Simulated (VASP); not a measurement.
# Cu (I4/mmm) in VASP: further runs

Runs on Cu. Level: LDA. Tasks: single point.

All numbers are computed with VASP 6.6.1; they aren't measurements. Logs are shortened: lines on timing, memory, paths and dates and some standing lists are left out, and cuts for length are marked.

## 1. The cell of the first run

The structure is tetragonal, space group I4/mmm (No. 139). Conventional cell: a = 2.893 Å, b = 2.893 Å, c = 2.559 Å, α = 90.00°, β = 90.00°, γ = 90.00°. Within 3.2 Å of Cu (site symmetry 4/mmm) lie 14 Cu at 2.41 to 2.89 Å.

## 2. Single point, LDA (10.71 Å³/atom)

Contents of INCAR:

```
SYSTEM = Cu
ALGO     = Fast           ! electronic algorithm
EDIFF    = 1E-6           ! SCF threshold, eV
ENCUT    = 520            ! plane-wave cutoff, eV
GGA      = CA             ! functional
ISIF     = 2              ! what is computed and relaxed
ISMEAR   = 0              ! smearing method
LASPH    = .True.         ! aspherical terms in the spheres
LCHARG   = .True.         ! write CHGCAR
LELF     = .True.         ! ELF
LREAL    = .False.        ! projectors in reciprocal space
LVHAR    = .True.       
LWAVE    = .False.        ! write WAVECAR
NBANDS   = 12             ! bands
NELM     = 100            ! most SCF steps
PREC     = Accurate       ! precision mode
SIGMA    = 0.15           ! smearing width, eV
```

Contents of KPOINTS:

```
k-points
0
Gamma
  24 24 24
  0 0 0
```

Contents of POSCAR:

```
Cu
1.0
   -1.4465752522      1.4465752522      1.2796404681
    1.4465752522     -1.4465752522      1.2796404681
    1.4465752522      1.4465752522     -1.2796404681
Cu
1
Direct
    0.0000000000      0.0000000000      0.0000000000
```

Potentials or basis: VASP PAW LDA potentials, release 64 (Cu).

On the command line:

```bash
cat potpaw_LDA.64/Cu/POTCAR > POTCAR
mpirun -np 1 vasp_std > vasp.out
```

OUTCAR:

```text
SYSTEM = Cu
   EDIFF = 1E-6
   ENCUT = 520
   GGA = CA
   ISIF = 2
   ISMEAR = 0
   LASPH = .True.
   LREAL = .False.
   NELM = 100
   PREC = Accurate

 ion  position               nearest neighbor table
   1  0.000  0.000  0.000-

  LATTYP: Found a body centered tetragonal cell.
 ALAT       =     2.8931505044
 C/A-ratio  =     0.8846000000

  Lattice vectors:

 A1 = (  -1.4465752522,   1.4465752522,   1.2796404681)
 A2 = (   1.4465752522,  -1.4465752522,   1.2796404681)
 A3 = (   1.4465752522,   1.4465752522,  -1.2796404681)

Analysis of symmetry for initial positions (statically):
=====================================================================
 Subroutine PRICEL returns:
 Original cell was already a primitive cell.

 Routine SETGRP: Setting up the symmetry group for a
 body centered tetragonal supercell.

 Subroutine GETGRP returns: Found 16 space group operations
 (whereof 16 operations were pure point group operations)
 out of a pool of 16 trial point group operations.

The static configuration has the point symmetry D_4h.

Analysis of symmetry for dynamics (positions and initial velocities):
=====================================================================
 Subroutine PRICEL returns:
 Original cell was already a primitive cell.

 Routine SETGRP: Setting up the symmetry group for a
 body centered tetragonal supercell.

 Subroutine GETGRP returns: Found 16 space group operations
 (whereof 16 operations were pure point group operations)
 out of a pool of 16 trial point group operations.

The dynamic configuration has the point symmetry D_4h.

 Subroutine INISYM returns: Found 16 space group operations
 (whereof 16 operations are pure point group operations),
 and found     1 'primitive' translations

----------------------------------------------------------------------------------------

                                     Primitive cell

  volume of cell :      10.7110

  direct lattice vectors                    reciprocal lattice vectors
    -1.446575252  1.446575252  1.279640468     0.000000000  0.345643961  0.390734751
     1.446575252 -1.446575252  1.279640468     0.345643961  0.000000000  0.390734751
     1.446575252  1.446575252 -1.279640468     0.345643961  0.345643961  0.000000000

  length of vectors
     2.413014639  2.413014639  2.413014639     0.521673647  0.521673647  0.488814377

  position of ions in fractional coordinates (direct lattice)
     0.000000000  0.000000000  0.000000000

  ion indices of the primitive-cell ions
   primitive index   ion index
                 1           1

----------------------------------------------------------------------------------------

 KPOINTS: k-points

Automatic generation of k-mesh.
 Grid dimensions read from file:
 generate k-points for:   24   24   24

 Generating k-lattice:

  Cartesian coordinates                     Fractional coordinates (reciprocal lattice)
     0.000000000  0.014401832  0.016280615     0.041666667  0.000000000  0.000000000
     0.014401832  0.000000000  0.016280615     0.000000000  0.041666667  0.000000000
     0.014401832  0.014401832  0.000000000     0.000000000  0.000000000  0.041666667

  Length of vectors
     0.021736402  0.021736402  0.020367266

  Shift w.r.t. Gamma in fractional coordinates (k-lattice)
     0.000000000  0.000000000  0.000000000

 Subroutine IBZKPT returns following result:
 ===========================================

 Found   1063 irreducible k-points:

 Following reciprocal coordinates:
            Coordinates               Weight
  0.000000  0.000000  0.000000      1.000000
  0.041667 -0.000000  0.000000      8.000000
  0.083333 -0.000000  0.000000      8.000000
  0.125000  0.000000  0.000000      8.000000
  0.166667 -0.000000  0.000000      8.000000
  0.208333 -0.000000  0.000000      8.000000
[... 16 lines left out ...]
  0.416667  0.041667  0.000000     16.000000
  0.458333  0.041667  0.000000     16.000000
 [... further k-points ...]
   k-points           NKPTS =   1063   k-points in BZ     NKDIM =   1063   number of bands    NBANDS=     12
   number of dos      NEDOS =    301   number of ions     NIONS =      1
   total plane-waves  NPLWV =   5832
   dimension x,y,z NGX =    18 NGY =   18 NGZ =   18
   dimension x,y,z NGXF=    36 NGYF=   36 NGZF=   36
   ions per type =               1
   NGX,Y,Z   is equivalent  to a cutoff of  12.40, 12.40, 12.40 a.u.
   NGXF,Y,Z  is equivalent  to a cutoff of  24.80, 24.80, 24.80 a.u.
 SYSTEM =  Cu
   PREC   = accura    normal or accurate (medium, high low for compatibility)
   ISTART =      0    job   : 0-new  1-cont  2-samecut
   ICHARG =      2    charge: 1-file 2-atom 10-const
   ISPIN  =      1    spin polarized calculation?
   LNONCOLLINEAR =      F non collinear calculations
   LSORBIT =      F    spin-orbit coupling
   LASPH  =      T    aspherical Exc in radial PAW
   ENCUT  =  520.0 eV  38.22 Ry    6.18 a.u.   4.49  4.49  4.49*2*pi/ulx,y,z
   NELM   =    100;   NELMIN=  2; NELMDL= -5     # of ELM steps
   EDIFF  = 0.1E-05   stopping-criterion for ELM
   LREAL  =      F    real-space projection
   EDIFFG = 0.1E-04   stopping-criterion for IOM
   NSW    =      0    number of steps for IOM
   IBRION =     -1    ionic relax: 0-MD 1-quasi-New 2-CG
   NFREE  =      0    steps in history (QN), initial steepest desc. (CG)
   ISIF   =      2    stress and relaxation
   ISYM   =      2    0-nonsym 1-usesym 2-fastsym
   POTIM  = 0.5000    time-step for ionic-motion
   TEBEG  =    0.0;   TEEND  =   0.0 temperature during run
   PSTRESS=    0.0 pullay stress
   NELECT =      11.0000    total number of electrons
   NUPDOWN=      -1.0000    fix difference up-down
   EMIN   =  10.00;   EMAX   =-10.00  energy-range for DOS
   EFERMI =   0.00;   METHOD = LEGACY
   ISMEAR =     0;   SIGMA  =   0.15  broadening in eV -4-tet -1-fermi 0-gaus
   EFERMI_NEDOS =   21; number of points for ismear=-14 and -15
   IALGO  =     68    algorithm
   IMIX   =      4    mixing-type and parameters
     AMIX     =   0.40;   BMIX     =  1.00
     AMIX_MAG =   1.60;   BMIX_MAG =  1.00
  volume/ion in A,a.u.               =      10.71        72.28
  Fermi-wavevector in a.u.,A,eV,Ry     =   1.651692  3.121245 37.117868  2.728086
  Thomas-Fermi vector in A             =   2.740428
   LORBIT       =      0    0 simple, 1 ext, 2 COOP (PROOUT), +10 PAW based schemes
   GGA     = CA    functional components
   LHFCALC =     F    Hartree Fock is set to
   AEXX    =    0.0000 exact exchange contribution
   IVDW    =     0    specifies the selected vdW correction
   LEPSILON=     F    determine dielectric tensor
   LRPA    =     F    only Hartree local field effects (RPA)
 non-spin polarized calculation
 RMM-DIIS sequential band-by-band and
 Gauss-broadening in eV      SIGMA  =   0.15
  energy-cutoff  :      520.00
  volume of cell :       10.71
 maximum number of plane-waves:       303
 NGX is ok and might be reduce to    18
   NGX =  9   NGY =  9   NGZ =  9

 number of electron      10.9999986 magnetization

 Free energy of the ion-electron system (eV)
  ---------------------------------------------------
  ext. energy  EPLUGINS =         0.00000000
  ---------------------------------------------------
  free energy    TOTEN  =        -4.66219497 eV

  energy without entropy =       -4.65813992  energy(sigma->0) =       -4.66016744

 E-fermi :   8.6577     XC(G=0): -13.6827

 val. band max:        8.6557600730   @ k =   0.5000   0.3333   0.0000
 cond. band min:       8.6662496930   @ k =   0.1667   0.1667   0.1667
 fundamental gap:      0.0104896200
 Fermi energy:         8.6577411921

 k-point     1 :       0.0000    0.0000    0.0000
  band No.  band energies     occupation
      1      -1.4821      2.00000
      2       4.7998      2.00000
      3       5.3937      2.00000
      4       5.3937      2.00000
      5       5.9294      2.00000
      6       6.5761      2.00000
      7      33.0594      0.00000
      8      33.0594      0.00000
      9      36.9968      0.00000
     10      37.4088      0.00000
     11      37.8893      0.00000
     12      39.1181      0.00000

 k-point     2 :       0.0417   -0.0000    0.0000
  band No.  band energies     occupation
      1      -1.4065      2.00000
      2       4.8111      2.00000
      3       5.3885      2.00000
      4       5.3948      2.00000
      5       5.9360      2.00000
      6       6.5626      2.00000
      7      32.8038      0.00000
      8      32.8489      0.00000
      9      36.1804      0.00000
     10      37.3020      0.00000
     11      37.9035      0.00000
     12      38.3575      0.00000

 k-point     3 :       0.0833   -0.0000    0.0000
  band No.  band energies     occupation
      1      -1.1812      2.00000
      2       4.8328      2.00000
      3       5.3691      2.00000
      4       5.4100      2.00000
      5       5.9589      2.00000
      6       6.5256      2.00000
      7      32.0811      0.00000
      8      32.3336      0.00000
      9      34.2257      0.00000
     10      36.4058      0.00000
     11      37.4857      0.00000
     12      38.0291      0.00000
[... 286 lines left out ...]
 k-point    23 :       0.4167    0.0417    0.0000
  band No.  band energies     occupation
      1       2.9968      2.00000
      2       4.1618      2.00000
      3       6.1986      2.00000
      4       6.6625      2.00000
      5       6.9123      2.00000
      6       7.8074      2.00000
      7      15.1591      0.00000
      8      25.7250      0.00000
      9      26.2598      0.00000
     10      30.8472      0.00000
     11      34.0928      0.00000
     12      41.9347      0.00000

 k-point    24 :       0.4583    0.0417    0.0000
  band No.  band energies     occupation
      1       3.0315      2.00000
      2       4.1324      2.00000
      3       6.2254      2.00000
      4       6.7070      2.00000
      5       7.0233      2.00000
      6       8.3836      1.99026
      7      14.2033      0.00000
      8      25.4380      0.00000
      9      26.0957      0.00000
     10      30.8110      0.00000
     11      34.1233      0.00000
     12      42.4906      0.00000

 [... further k-points ...]

------------------------ aborting loop because EDIFF is reached ----------------------------------------

  FORCE on cell =-STRESS in cart. coord.  units (eV):
  Direction    XX          YY          ZZ          XY          YZ          ZX
  --------------------------------------------------------------------------------------
  -------------------------------------------------------------------------------------
  Total        0.3405797      0.3405797      0.4923539      0.0000000      0.0000000      0.0000000
  in kB       50.9447302     50.9447302     73.6474895      0.0000000      0.0000000      0.0000000
  external PRESSURE =      58.5123167 kB  Pullay stress =       0.0000000 kB

 VOLUME and BASIS-vectors are now :
 -----------------------------------------------------------------------------
  energy-cutoff  :      520.00
  volume of cell :       10.71
      direct lattice vectors                 reciprocal lattice vectors
    -1.446575252  1.446575252  1.279640468     0.000000000  0.345643961  0.390734751
     1.446575252 -1.446575252  1.279640468     0.345643961  0.000000000  0.390734751
     1.446575252  1.446575252 -1.279640468     0.345643961  0.345643961  0.000000000

 POSITION                                       TOTAL-FORCE (eV/Angst)
 -----------------------------------------------------------------------------------
      0.00000      0.00000      0.00000         0.000000      0.000000      0.000000
 -----------------------------------------------------------------------------------
    total drift:                                0.000000      0.000000      0.000000

  FREE ENERGIE OF THE ION-ELECTRON SYSTEM (eV)
  ---------------------------------------------------
  free  energy   TOTEN  =        -4.6621949668 eV

  energy  without entropy=       -4.6581399228  energy(sigma->0) =       -4.66016744
```

Run time: 70 s. Hardware: 1 thread of Intel Xeon 6975P-C (Granite Rapids), shared host; peak memory 0.23 GiB.

Results:

```yaml
Free_energy: -4.6622 eV
Pressure: 5.9 GPa
Band_gap_on_the_k_mesh: zero (an odd number of electrons rules out a gap without spin polarisation)
```

Levels at points of the mesh, in eV from the Fermi level:
```csv
k point,band 3,band 4,band 5,band 6,band 7,band 8,band 9,band 10
"(0.00, 0.00, 0.00)",-3.26,-3.26,-2.73,-2.08,24.40,24.40,28.34,28.75
"(0.50, 0.00, 0.00)",-2.40,-1.89,-1.50,-0.45,5.42,17.33,17.51,21.71
"(0.50, 0.50, 0.00)",-2.82,-2.34,-1.54,-1.47,3.96,20.70,21.49,24.91
"(0.50, 0.50, 0.50)",-1.71,-1.71,-1.58,6.99,6.99,12.11,13.21,14.14
```

Caveat: the cell stands under pressure.

(Continued in part 2 of 2.)
